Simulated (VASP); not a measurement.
# V (Im-3m) in VASP: notebook, part 2 of 2

VASP 6.6.1. Earlier steps stand in the parts before.

## Step 3: Single point, BLYP

The input, INCAR:

```
SYSTEM = V
PREC     = Accurate       ! precision mode
ENCUT    = 500            ! plane-wave cutoff, eV
EDIFF    = 1E-6           ! SCF threshold, eV
ISMEAR   = -1             ! smearing method
SIGMA    = 0.1            ! smearing width, eV
LREAL    = .False.        ! projectors in reciprocal space
LASPH    = .True.         ! aspherical terms in the spheres
NELM     = 120            ! most SCF steps
ALGO     = Normal         ! electronic algorithm
ISIF     = 2              ! what is computed and relaxed
LWAVE    = .False.        ! write WAVECAR
LCHARG   = .True.         ! write CHGCAR
GGA      = B5             ! functional
ALDAX    = 1.0          
AGGAX    = 1.0          
AGGAC    = 1.0          
ALDAC    = 0.0          
LELF     = .True.         ! ELF
LVHAR    = .True.       
NBANDS   = 12             ! bands
GGA_COMPAT= .False.
```

The input, KPOINTS:

```
regular mesh
0
Gamma
  8 8 8
  0 0 0
```

The input, POSCAR:

```
V
1.0
   -1.5133741620      1.5133741620      1.5133741620
    1.5133741620     -1.5133741620      1.5133741620
    1.5133741620      1.5133741620     -1.5133741620
V
1
Direct
    0.0000000000      0.0000000000      0.0000000000
```

Potentials or basis: VASP PAW PBE potentials, release 64 (V_sv).

Command:

```console
$ cat potpaw_PBE.64/V_sv/POTCAR > POTCAR
$ mpirun -np 1 vasp_std > vasp.out
```

OUTCAR:

```text
SYSTEM = V
   PREC = Accurate
   ENCUT = 500
   EDIFF = 1E-6
   ISMEAR = -1
   LREAL = .False.
   LASPH = .True.
   NELM = 120
   ISIF = 2
   GGA = B5

 ion  position               nearest neighbor table
   1  0.000  0.000  0.000-

  LATTYP: Found a body centered cubic cell.
 ALAT       =     3.0267483240

  Lattice vectors:

 A1 = (  -1.5133741620,   1.5133741620,   1.5133741620)
 A2 = (   1.5133741620,  -1.5133741620,   1.5133741620)
 A3 = (   1.5133741620,   1.5133741620,  -1.5133741620)

Analysis of symmetry for initial positions (statically):
=====================================================================
 Subroutine PRICEL returns:
 Original cell was already a primitive cell.

 Routine SETGRP: Setting up the symmetry group for a
 body centered cubic supercell.

 Subroutine GETGRP returns: Found 48 space group operations
 (whereof 48 operations were pure point group operations)
 out of a pool of 48 trial point group operations.

The static configuration has the point symmetry O_h .

Analysis of symmetry for dynamics (positions and initial velocities):
=====================================================================
 Subroutine PRICEL returns:
 Original cell was already a primitive cell.

 Routine SETGRP: Setting up the symmetry group for a
 body centered cubic supercell.

 Subroutine GETGRP returns: Found 48 space group operations
 (whereof 48 operations were pure point group operations)
 out of a pool of 48 trial point group operations.

The dynamic configuration has the point symmetry O_h .

 Subroutine INISYM returns: Found 48 space group operations
 (whereof 48 operations are pure point group operations),
 and found     1 'primitive' translations

----------------------------------------------------------------------------------------

                                     Primitive cell
[... 107 lines left out ...]
   IMIX   =      4    mixing-type and parameters
     AMIX     =   0.40;   BMIX     =  1.00
     AMIX_MAG =   1.60;   BMIX_MAG =  1.00
  volume/ion in A,a.u.               =      13.86        93.56
  Fermi-wavevector in a.u.,A,eV,Ry     =   1.602346  3.027995 34.933131  2.567513
  Thomas-Fermi vector in A             =   2.699181
   LORBIT       =      0    0 simple, 1 ext, 2 COOP (PROOUT), +10 PAW based schemes
   GGA     = B5    functional components
   LHFCALC =     F    Hartree Fock is set to
   AEXX    =    0.0000 exact exchange contribution
   IVDW    =     0    specifies the selected vdW correction
   LEPSILON=     F    determine dielectric tensor
   LRPA    =     F    only Hartree local field effects (RPA)
 non-spin polarized calculation
  energy-cutoff  :      500.00
  volume of cell :       13.86
 maximum number of plane-waves:       370
   NGX =  9   NGY =  9   NGZ =  9

 number of electron      12.9999996 magnetization

 Free energy of the ion-electron system (eV)
  ---------------------------------------------------
  ext. energy  EPLUGINS =         0.00000000
  ---------------------------------------------------
  free energy    TOTEN  =        -7.88645406 eV

  energy without entropy =       -7.83382106  energy(sigma->0) =       -7.86013756

 E-fermi :   9.8595     XC(G=0): -12.1921

 val. band max:        9.8259970805   @ k =   0.2500   0.0000   0.0000
 cond. band min:       9.9376649172   @ k =  -0.2500   0.3750   0.1250
 fundamental gap:      0.1116678367
 Fermi energy:         9.8595033322

 k-point     1 :       0.0000    0.0000    0.0000
  band No.  band energies     occupation
      1     -53.6175      2.00000
      2     -27.1416      2.00000
      3     -27.1416      2.00000
      4     -27.1416      2.00000
      5       3.4932      2.00000
      6      10.1902      0.07065
      7      10.1902      0.07065
      8      10.1902      0.07065
      9      12.1570      0.00000
     10      12.1570      0.00000
     11      30.2851      0.00000
     12      30.2851      0.00000
[... 331 lines left out ...]
 k-point    24 :      -0.3750    0.3750    0.2500
  band No.  band energies     occupation
      1     -53.3971      2.00000
      2     -27.7543      2.00000
      3     -27.5181      2.00000
      4     -27.4425      2.00000
      5       7.7620      2.00000
      6       8.4705      2.00000
      7      10.6423      0.00080
      8      11.2163      0.00000
      9      12.8268      0.00000
     10      14.7018      0.00000
     11      22.7341      0.00000
     12      24.9657      0.00000

 [... further k-points ...]
[... 5 lines left out ...]
  --------------------------------------------------------------------------------------
  -------------------------------------------------------------------------------------
  Total       -0.0416107     -0.0416107     -0.0416107      0.0000000      0.0000000     -0.0000000
  in kB       -4.8085768     -4.8085768     -4.8085768      0.0000000      0.0000000     -0.0000000
  external PRESSURE =      -4.8085768 kB  Pullay stress =       0.0000000 kB

 VOLUME and BASIS-vectors are now :
 -----------------------------------------------------------------------------
  energy-cutoff  :      500.00
  volume of cell :       13.86
      direct lattice vectors                 reciprocal lattice vectors
    -1.513374162  1.513374162  1.513374162     0.000000000  0.330387562  0.330387562
     1.513374162 -1.513374162  1.513374162     0.330387562  0.000000000  0.330387562
     1.513374162  1.513374162 -1.513374162     0.330387562  0.330387562  0.000000000

 POSITION                                       TOTAL-FORCE (eV/Angst)
 -----------------------------------------------------------------------------------
      0.00000      0.00000      0.00000         0.000000      0.000000     -0.000000
 -----------------------------------------------------------------------------------
    total drift:                                0.000000     -0.000000      0.000000

  FREE ENERGIE OF THE ION-ELECTRON SYSTEM (eV)
  ---------------------------------------------------
  free  energy   TOTEN  =        -7.8864540628 eV

  energy  without entropy=       -7.8338210589  energy(sigma->0) =       -7.86013756
```

Run time: 9.5 s. Hardware: 1 thread of Intel Xeon 8259CL, shared host; peak memory 0.12 GiB.

What came out:

| Item | Value |
| --- | --- |
| Free energy | -7.8865 eV |
| Pressure | -0.5 GPa |

Caveat: the k points lie up to 0.37 Å⁻¹ apart; the PAW data sets were made with another functional, which shifts forces and pressure a little.

## Step 4: Single point, BLYP, collinear spin, ferromagnetic start

The input, INCAR:

```
  PREC = Accurate
  ENCUT = 500
  EDIFF = 1E-6
  ISMEAR = -1
  SIGMA = 0.1
  LREAL = False
  LASPH = True
  NELM = 200
  ALGO = Normal
  ISIF = 2
  LWAVE = False
  LCHARG = False
  ISPIN = 2
  MAGMOM = 1
  LORBIT = 11
  LMAXMIX = 4
  GGA = B5
  ALDAX = 1.0
  AGGAX = 1.0
  AGGAC = 1.0
  ALDAC = 0.0
  NBANDS = 16
  GGA_COMPAT = False
```

The input, KPOINTS:

```
regular mesh
0
Gamma
  8 8 8
```

The input, POSCAR:

```
V
1.0
   -1.5123953050      1.5123953050      1.5123953050
    1.5123953050     -1.5123953050      1.5123953050
    1.5123953050      1.5123953050     -1.5123953050
V
1
Direct
    0.0000000000      0.0000000000      0.0000000000
```

Potentials or basis: VASP PAW PBE potentials, release 64 (V_sv).

Command:

```console
$ cat potpaw_PBE.64/V_sv/POTCAR > POTCAR
$ mpirun -np 1 vasp_std > vasp.out
```

OUTCAR:

```text
PREC = Accurate
   ENCUT = 500
   EDIFF = 1E-6
   ISMEAR = -1
   LREAL = False
   LASPH = True
   NELM = 200
   ISIF = 2
   ISPIN = 2
   LORBIT = 11
   GGA = B5

 ion  position               nearest neighbor table
   1  0.000  0.000  0.000-

  LATTYP: Found a body centered cubic cell.
 ALAT       =     3.0247906100

  Lattice vectors:

 A1 = (  -1.5123953050,   1.5123953050,   1.5123953050)
 A2 = (   1.5123953050,  -1.5123953050,   1.5123953050)
[... 1114 lines left out ...]
 [... further k-points ...]
[... 5 lines left out ...]
  --------------------------------------------------------------------------------------
  -------------------------------------------------------------------------------------
  Total       -0.0143275     -0.0143275     -0.0143275      0.0000000      0.0000000      0.0000000
  in kB       -1.6589138     -1.6589138     -1.6589138      0.0000000      0.0000000      0.0000000
  external PRESSURE =      -1.6589138 kB  Pullay stress =       0.0000000 kB

 VOLUME and BASIS-vectors are now :
 -----------------------------------------------------------------------------
  energy-cutoff  :      500.00
  volume of cell :       13.84
      direct lattice vectors                 reciprocal lattice vectors
    -1.512395305  1.512395305  1.512395305     0.000000000  0.330601397  0.330601397
     1.512395305 -1.512395305  1.512395305     0.330601397  0.000000000  0.330601397
     1.512395305  1.512395305 -1.512395305     0.330601397  0.330601397  0.000000000

 POSITION                                       TOTAL-FORCE (eV/Angst)
 -----------------------------------------------------------------------------------
      0.00000      0.00000      0.00000         0.000000      0.000000      0.000000
 -----------------------------------------------------------------------------------
    total drift:                                0.000000     -0.000000      0.000000

  FREE ENERGIE OF THE ION-ELECTRON SYSTEM (eV)
  ---------------------------------------------------
  free  energy   TOTEN  =        -7.8865058774 eV

  energy  without entropy=       -7.8340306531  energy(sigma->0) =       -7.86026827

 total charge

# of ion       s       p       d       tot
------------------------------------------
    1        2.336   6.198   3.138  11.671

 magnetization (x)

# of ion       s       p       d       tot
------------------------------------------
    1       -0.000   0.000   0.001   0.001
```

OSZICAR:

```text
N       E                     dE             d eps       ncg     rms          rms(c)
DAV:   1     0.897486229962E+02    0.89749E+02   -0.66796E+03  1896   0.898E+02
DAV:   2    -0.744343279381E+01   -0.97192E+02   -0.93133E+02  2064   0.266E+02
DAV:   3    -0.891251085488E+01   -0.14691E+01   -0.14674E+01  2168   0.352E+01
DAV:   4    -0.891823860949E+01   -0.57278E-02   -0.57277E-02  2160   0.232E+00
DAV:   5    -0.891828868228E+01   -0.50073E-04   -0.50074E-04  2152   0.202E-01    0.172E+01
DAV:   6    -0.788980237404E+01    0.10285E+01   -0.13987E+00  1896   0.203E+01    0.185E+00
DAV:   7    -0.788900890539E+01    0.79347E-03   -0.42123E-02  1992   0.206E+00    0.140E+00
DAV:   8    -0.788630364836E+01    0.27053E-02   -0.32140E-03  2048   0.670E-01    0.925E-01
DAV:   9    -0.788621296485E+01    0.90684E-04   -0.16224E-03  1968   0.432E-01    0.164E-01
DAV:  10    -0.788647196181E+01   -0.25900E-03   -0.18773E-04  2072   0.155E-01    0.439E-02
DAV:  11    -0.788650277908E+01   -0.30817E-04   -0.33811E-05  1968   0.444E-02    0.158E-02
DAV:  12    -0.788650514178E+01   -0.23627E-05   -0.52293E-06  2064   0.221E-02    0.874E-03
DAV:  13    -0.788650587745E+01   -0.73567E-06   -0.22768E-07  1128   0.486E-03
   1 F= -.78865059E+01 E0= -.78602683E+01  d E =-.524752E-01  mag=     0.0001
```

stdout:

```text
POSCAR found type information on POSCAR V
 POSCAR found :  1 types and       1 ions
 scaLAPACK will be used
 -----------------------------------------------------------------------------
|                                                                             |
|                                                                             |
|     You enforced a specific xc type in the INCAR file but a different       |
|     I HOPE YOU KNOW WHAT YOU ARE DOING!                                     |
|                                                                             |
 -----------------------------------------------------------------------------

 LDA part: xc-table for (Slater(with rela. corr.)+VWN5), standard interpolation
 POSCAR, INCAR and KPOINTS ok, starting setup
 FFT: planning ... GRIDC
 FFT: planning ... GRID_SOFT
 FFT: planning ... GRID
 WAVECAR not read
 entering main loop
```

Wall time 32 s (1 thread of Intel Xeon 8259CL, shared host); peak memory 0.13 GiB.

What came out:

- Free energy: -7.8865 eV
- Pressure: -0.2 GPa
- Net moment: 0.00 μB per cell
- Valence electrons inside the program's atomic spheres: V 11.67

Caveat: the k points lie up to 0.37 Å⁻¹ apart; the PAW data sets were made with another functional, which shifts forces and pressure a little.

## Step 5: Overview

| spin | cell | k mesh | cutoff (eV) | smearing | gap on the mesh (eV) | pressure (GPa) | moment (μB) |
| --- | --- | --- | --- | --- | --- | --- | --- |
| non-collinear, typed start, SOC | a = 2.620 Å, angles 109.5°, 1 atom | 15 × 15 × 15 | 520 | fermi-dirac 0.05 eV | - | 0.3 | 0.00 |
| off | a = 2.621 Å, angles 109.5°, 1 atom | 8 × 8 × 8 | 500 | fermi-dirac 0.1 eV | none | -0.5 | - |
| collinear, ferromagnetic start | a = 2.620 Å, angles 109.5°, 1 atom | 8 × 8 × 8 | 500 | fermi-dirac 0.1 eV | none | -0.2 | 0.00 |

Alike in all rows: task single point; level BLYP; potentials or basis VASP PAW PBE potentials, release 64 (V_sv).

Caveats: some runs use coarse meshes; the PAW data sets were made with another functional, which shifts forces and pressure a little.

Total energies depend on the potentials used, so only differences within one code and one set of settings carry meaning.
